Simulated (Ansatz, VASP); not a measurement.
## MgO in VASP and in Ansatz

```
CELL_PARAMETERS angstrom
0.00000 2.07960 2.07960
2.07960 0.00000 2.07960
2.07960 2.07960 0.00000
ATOMIC_POSITIONS crystal
Mg 0.00000 0.00000 0.00000
O 0.50000 0.50000 0.50000
```

Alike in both runs: functional LDA; k mesh 8 × 8 × 8; no spin polarisation.

Ansatz relaxed the structure, and its values are those at the end. VASP's run is a single point on that final structure, the one shown.

|  | VASP | Ansatz |
| --- | --- | --- |
| version | VASP 6.6.1 | Ansatz 0.2.0 |
| potentials or method | VASP PAW LDA potentials, release 64 (Mg, O) | scalar-relativistic, plane waves, PAW |
| plane-wave cutoff (eV) | 520 | 420 |
| occupations | gaussian, width 0.01 eV | fixed |
| valence electrons in the cell | 8 | 16 |

```tsv
	VASP	Ansatz	Ansatz less VASP
pressure (GPa)	-1.7	0.0	+1.67
```

LDA's correlation is that of Perdew and Zunger in VASP and of Perdew and Wang (1992) in Ansatz. VASP's potentials hold 8 valence electrons a cell and Ansatz's 16, so a difference there can come from the potentials and not from the codes.
